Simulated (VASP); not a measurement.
# Ru (I4_1/amd) in VASP: notebook, part 2 of 2

VASP 6.6.1. The steps go on from the part before.

### 5 Single point, PBEsol

INCAR

```
PREC = Accurate ; ENCUT = 600
EDIFF = 1E-6 ; ISMEAR = 0
SIGMA = 0.1 ; LREAL = False
LASPH = True ; NELM = 120
ALGO = Normal ; ISIF = 2
LWAVE = False ; LCHARG = False
GGA = PS ; NBANDS = 23
GGA_COMPAT = False
```

KPOINTS

```
Automatic mesh
0
Gamma
  8 8 8
```

POSCAR

```
Ru
1.0
   -2.3424685061      2.3424685061      1.3582683630
    2.3424685061     -2.3424685061      1.3582683630
    2.3424685061      2.3424685061     -1.3582683630
Ru
2
Direct
    0.0000000000      0.0000000000      0.0000000000
    0.7500000000      0.2500000000      0.5000000000
```

Potentials or basis: VASP PAW PBE potentials, release 64 (Ru_sv).

Started as:

```sh
$ cat potpaw_PBE.64/Ru_sv/POTCAR > POTCAR
$ mpirun -np 1 vasp_std > vasp.out
```

Run time: 42 s. Hardware: 1 thread of Intel Xeon Platinum 8488C (Sapphire Rapids), shared host; peak memory 0.18 GiB.

It converged, with:

| Item | Value |
| --- | --- |
| Free energy | -18.4694 eV |
| Pressure | -0.2 GPa |
| Band gap on the k mesh | zero (band 16 reaches 14.09 eV, above the bottom of band 17 at 12.64 eV) |

Stress tensor (GPa, compression positive):
```
-0.27  0.00  0.00
 0.00 -0.27  0.00
 0.00  0.00 -0.01
```

Levels at points of the mesh, in eV from the Fermi level:
```
           k point  band 14  band 15  band 16  band 17  band 18  band 19
(0.00, 0.00, 0.00)    -0.56    -0.56    -0.47    -0.47     2.15     3.35
(0.50, 0.00, 0.00)    -1.28    -0.54     0.06     1.41     1.55     3.39
(0.50, 0.50, 0.00)    -2.80    -0.65    -0.65     0.84     0.84     1.49
(0.50, 0.50, 0.50)    -0.75    -0.20    -0.20     0.00     0.00     0.41
```

Caveat: the PAW data sets were made with another functional, which shifts forces and pressure a little.

### 6 Single point, PBEsol

This run uses another cell than the first one, of 13.91 Å³/atom, 0.933 times its volume.

INCAR

```
ALGO     = Normal         # electronic algorithm
EDIFF    = 1E-6           # SCF threshold, eV
ENCUT    = 500            # plane-wave cutoff, eV
GGA      = PS             # functional
GGA_COMPAT= False        
ISIF     = 2              # what is computed and relaxed
ISMEAR   = 0              # smearing method
LASPH    = True           # aspherical terms in the spheres
LCHARG   = False          # write CHGCAR
LREAL    = False          # projectors in reciprocal space
LWAVE    = False          # write WAVECAR
NBANDS   = 21             # bands
NELM     = 120            # most SCF steps
PREC     = Accurate       # precision mode
SIGMA    = 0.1            # smearing width, eV
```

KPOINTS

```
k-points
0
Gamma
  8 8 8
```

POSCAR

```
Ru
1.0
   -2.3361639092      2.3361639092      1.2744205368
    2.3361639092     -2.3361639092      1.2744205368
    2.3361639092      2.3361639092     -1.2744205368
Ru
2
Direct
    0.0000000000      0.0000000000      0.0000000000
    0.7500000000      0.2500000000      0.5000000000
```

Potentials or basis: VASP PAW PBE potentials, release 64 (Ru_pv).

Started as:

```sh
$ cat potpaw_PBE.64/Ru_pv/POTCAR > POTCAR
$ mpirun -np 1 vasp_std > vasp.out
```

OUTCAR:

```text
EDIFF = 1E-6
   ENCUT = 500
   GGA = PS
   ISIF = 2
   ISMEAR = 0
   LASPH = True
   LREAL = False
   NELM = 120
   PREC = Accurate

 ion  position               nearest neighbor table
   1  0.000  0.000  0.000-   2 2.42   2 2.42   2 2.42   2 2.42   2 3.02   2 3.02   2 3.02   2 3.02

   2  0.750  0.250  0.500-   1 2.42   1 2.42   1 2.42   1 2.42   1 3.02   1 3.02   1 3.02   1 3.02

  LATTYP: Found a body centered tetragonal cell.
 ALAT       =     4.6723278184
 C/A-ratio  =     0.5455184595

  Lattice vectors:

 A1 = (  -2.3361639092,   2.3361639092,   1.2744205368)
 A2 = (   2.3361639092,  -2.3361639092,   1.2744205368)
 A3 = (   2.3361639092,   2.3361639092,  -1.2744205368)

Analysis of symmetry for initial positions (statically):
=====================================================================
 Subroutine PRICEL returns:
 Original cell was already a primitive cell.

 Routine SETGRP: Setting up the symmetry group for a
 body centered tetragonal supercell.

 Subroutine GETGRP returns: Found 16 space group operations
 (whereof  8 operations were pure point group operations)
 out of a pool of 16 trial point group operations.

The static configuration has the point symmetry D_2d.
 The point group associated with its full space group is D_4h.

Analysis of symmetry for dynamics (positions and initial velocities):
=====================================================================
 Subroutine PRICEL returns:
 Original cell was already a primitive cell.

 Routine SETGRP: Setting up the symmetry group for a
 body centered tetragonal supercell.

 Subroutine GETGRP returns: Found 16 space group operations
 (whereof  8 operations were pure point group operations)
 out of a pool of 16 trial point group operations.

The dynamic configuration has the point symmetry D_2d.
 The point group associated with its full space group is D_4h.

 Subroutine INISYM returns: Found 16 space group operations
 (whereof  8 operations are pure point group operations),
 and found     1 'primitive' translations

----------------------------------------------------------------------------------------

                                     Primitive cell

  volume of cell :      27.8214

  direct lattice vectors                    reciprocal lattice vectors
    -2.336163909  2.336163909  1.274420537     0.000000000  0.214026078  0.392335172
     2.336163909 -2.336163909  1.274420537     0.214026078  0.000000000  0.392335172
     2.336163909  2.336163909 -1.274420537     0.214026078  0.214026078  0.000000000

  length of vectors
     3.541111595  3.541111595  3.541111595     0.446916154  0.446916154  0.302678583

  position of ions in fractional coordinates (direct lattice)
     0.000000000  0.000000000  0.000000000
     0.750000000  0.250000000  0.500000000

  ion indices of the primitive-cell ions
   primitive index   ion index
                 1           1
                 2           2

----------------------------------------------------------------------------------------

 KPOINTS: k-points

Automatic generation of k-mesh.
 Grid dimensions read from file:
 generate k-points for:    8    8    8

 Generating k-lattice:

  Cartesian coordinates                     Fractional coordinates (reciprocal lattice)
     0.000000000  0.026753260  0.049041896     0.125000000  0.000000000  0.000000000
     0.026753260  0.000000000  0.049041896     0.000000000  0.125000000  0.000000000
     0.026753260  0.026753260  0.000000000     0.000000000  0.000000000  0.125000000

  Length of vectors
     0.055864519  0.055864519  0.037834823

  Shift w.r.t. Gamma in fractional coordinates (k-lattice)
     0.000000000  0.000000000  0.000000000

 Subroutine IBZKPT returns following result:
 ===========================================

 Found     59 irreducible k-points:

 Following reciprocal coordinates:
            Coordinates               Weight
  0.000000  0.000000  0.000000      1.000000
  0.125000 -0.000000  0.000000      8.000000
  0.250000 -0.000000  0.000000      8.000000
  0.375000 -0.000000  0.000000      8.000000
  0.500000 -0.000000  0.000000      4.000000
  0.125000  0.125000  0.000000      8.000000
[... 16 lines left out ...]
  0.250000  0.125000  0.125000     16.000000
  0.375000  0.125000  0.125000      8.000000
 [... further k-points ...]
   k-points           NKPTS =     59   k-points in BZ     NKDIM =     59   number of bands    NBANDS=     21
   number of dos      NEDOS =    301   number of ions     NIONS =      2
   total plane-waves  NPLWV =  21952
   dimension x,y,z NGX =    28 NGY =   28 NGZ =   28
   dimension x,y,z NGXF=    56 NGYF=   56 NGZF=   56
   ions per type =               2
   NGX,Y,Z   is equivalent  to a cutoff of  13.15, 13.15, 13.15 a.u.
   NGXF,Y,Z  is equivalent  to a cutoff of  26.29, 26.29, 26.29 a.u.
 SYSTEM =  unknown system
   PREC   = accura    normal or accurate (medium, high low for compatibility)
   ISTART =      0    job   : 0-new  1-cont  2-samecut
   ICHARG =      2    charge: 1-file 2-atom 10-const
   ISPIN  =      1    spin polarized calculation?
   LNONCOLLINEAR =      F non collinear calculations
   LSORBIT =      F    spin-orbit coupling
   LASPH  =      T    aspherical Exc in radial PAW
   ENCUT  =  500.0 eV  36.75 Ry    6.06 a.u.   6.46  6.46  6.46*2*pi/ulx,y,z
   NELM   =    120;   NELMIN=  2; NELMDL= -5     # of ELM steps
   EDIFF  = 0.1E-05   stopping-criterion for ELM
   LREAL  =      F    real-space projection
   EDIFFG = 0.1E-04   stopping-criterion for IOM
   NSW    =      0    number of steps for IOM
   IBRION =     -1    ionic relax: 0-MD 1-quasi-New 2-CG
   NFREE  =      0    steps in history (QN), initial steepest desc. (CG)
   ISIF   =      2    stress and relaxation
   ISYM   =      2    0-nonsym 1-usesym 2-fastsym
   POTIM  = 0.5000    time-step for ionic-motion
   TEBEG  =    0.0;   TEEND  =   0.0 temperature during run
   PSTRESS=    0.0 pullay stress
   NELECT =      28.0000    total number of electrons
   NUPDOWN=      -1.0000    fix difference up-down
   EMIN   =  10.00;   EMAX   =-10.00  energy-range for DOS
   EFERMI =   0.00;   METHOD = LEGACY
   ISMEAR =     0;   SIGMA  =   0.10  broadening in eV -4-tet -1-fermi 0-gaus
   EFERMI_NEDOS =   21; number of points for ismear=-14 and -15
   IALGO  =     38    algorithm
   IMIX   =      4    mixing-type and parameters
     AMIX     =   0.40;   BMIX     =  1.00
     AMIX_MAG =   1.60;   BMIX_MAG =  1.00
  volume/ion in A,a.u.               =      13.91        93.87
  Fermi-wavevector in a.u.,A,eV,Ry     =   1.640594  3.100273 36.620731  2.691548
  Thomas-Fermi vector in A             =   2.731206
   LORBIT       =      0    0 simple, 1 ext, 2 COOP (PROOUT), +10 PAW based schemes
   GGA     = PS    functional components
   LHFCALC =     F    Hartree Fock is set to
   AEXX    =    0.0000 exact exchange contribution
   IVDW    =     0    specifies the selected vdW correction
   LEPSILON=     F    determine dielectric tensor
   LRPA    =     F    only Hartree local field effects (RPA)
 non-spin polarized calculation
 Gauss-broadening in eV      SIGMA  =   0.10
  energy-cutoff  :      500.00
  volume of cell :       27.82
 maximum number of plane-waves:       725
 NGX is ok and might be reduce to    28
   NGX = 13   NGY = 13   NGZ = 13

 number of electron      27.9999996 magnetization

 Free energy of the ion-electron system (eV)
  ---------------------------------------------------
  ext. energy  EPLUGINS =         0.00000000
  ---------------------------------------------------
  free energy    TOTEN  =       -18.23618763 eV

  energy without entropy =      -18.21606780  energy(sigma->0) =      -18.22612771

 E-fermi :  12.4230     XC(G=0): -14.0273

 val. band max:       12.4219617623   @ k =  -0.1250   0.2500   0.1250
 cond. band min:      12.4349482124   @ k =  -0.3750  -0.3750   0.3750
 fundamental gap:      0.0129864501
 Fermi energy:        12.4229723545

 k-point     1 :       0.0000    0.0000    0.0000
  band No.  band energies     occupation
      1     -31.1050      2.00000
      2     -31.1050      2.00000
      3     -29.9903      2.00000
      4     -29.9724      2.00000
      5     -29.8970      2.00000
      6     -29.8970      2.00000
[... 13 lines left out ...]
     20      23.0354      0.00000
     21      23.0382      0.00000
[... 529 lines left out ...]
 k-point    24 :       0.3750    0.1250    0.1250
  band No.  band energies     occupation
      1     -31.1232      2.00000
      2     -30.9646      2.00000
      3     -30.7733      2.00000
      4     -30.3624      2.00000
      5     -30.2978      2.00000
      6     -29.9668      2.00000
[... 13 lines left out ...]
     20      21.2267      0.00000
     21      23.0393      0.00000

 [... further k-points ...]
[... 5 lines left out ...]
  --------------------------------------------------------------------------------------
  -------------------------------------------------------------------------------------
  Total        3.1409844      3.1409844      4.0201745      0.0000000      0.0000000      0.0000000
  in kB      180.8826802    180.8826802    231.5133874      0.0000000      0.0000000      0.0000000
  external PRESSURE =     197.7595826 kB  Pullay stress =       0.0000000 kB

 VOLUME and BASIS-vectors are now :
 -----------------------------------------------------------------------------
  energy-cutoff  :      500.00
  volume of cell :       27.82
      direct lattice vectors                 reciprocal lattice vectors
    -2.336163909  2.336163909  1.274420537     0.000000000  0.214026078  0.392335172
     2.336163909 -2.336163909  1.274420537     0.214026078  0.000000000  0.392335172
     2.336163909  2.336163909 -1.274420537     0.214026078  0.214026078  0.000000000

 POSITION                                       TOTAL-FORCE (eV/Angst)
 -----------------------------------------------------------------------------------
      0.00000      0.00000      0.00000        -0.000000      0.000000     -0.000000
     -0.00000      2.33616      0.63721         0.000000     -0.000000      0.000000
 -----------------------------------------------------------------------------------
    total drift:                               -0.000000      0.000000      0.000000

  FREE ENERGIE OF THE ION-ELECTRON SYSTEM (eV)
  ---------------------------------------------------
  free  energy   TOTEN  =       -18.2361876279 eV

  energy  without entropy=      -18.2160677994  energy(sigma->0) =      -18.22612771
```

It took 26 s on 1 thread of Intel Xeon 6975P-C (Granite Rapids), shared host; peak memory 0.16 GiB.

What came out:

```yaml
Free_energy: -18.2362 eV
Pressure: 19.8 GPa
Band_gap_on_the_k_mesh: zero (band 14 reaches 13.17 eV, above the bottom of band 15 at 11.62 eV)
```

Caveat: the PAW data sets were made with another functional, which shifts forces and pressure a little.

### 7 Overview

```tsv
task	potentials or basis	cell	k mesh	cutoff (eV)	second run	gap on the mesh (eV)	pressure (GPa)
single point	VASP PAW PBE potentials, release 64 (Ru_pv)	a = 3.580 Å, angles 98.3, 98.3, 135.4°, 2 atoms	8 × 8 × 8	520	-	none	0.2
relaxation of cell and atoms	VASP PAW PBE potentials, release 64 (Ru_pv)	relaxed from a = 3.541 Å, angles 97.4, 97.4, 137.8°, 2 atoms	8 × 8 × 8	600	-	none	0.0
single point	VASP PAW PBE potentials, release 64 (Ru_pv)	a = 3.577 Å, angles 98.4, 98.4, 135.0°, 2 atoms	18 × 18 × 18	520	-	none	0.2
single point	VASP PAW PBE potentials, release 64 (Ru_sv)	a = 3.580 Å, angles 98.3, 98.3, 135.4°, 2 atoms	8 × 8 × 8	600	valence_matched	none	-0.2
single point	VASP PAW PBE potentials, release 64 (Ru_pv)	a = 3.541 Å, angles 97.4, 97.4, 137.8°, 2 atoms	8 × 8 × 8	500	-	none	19.8
```

Alike in all rows: level PBEsol; no spin polarisation; smearing gaussian 0.1 eV.

Caveats: the PAW data sets were made with another functional, which shifts forces and pressure a little.

Absolute energies hang on the potentials; compare differences alone.
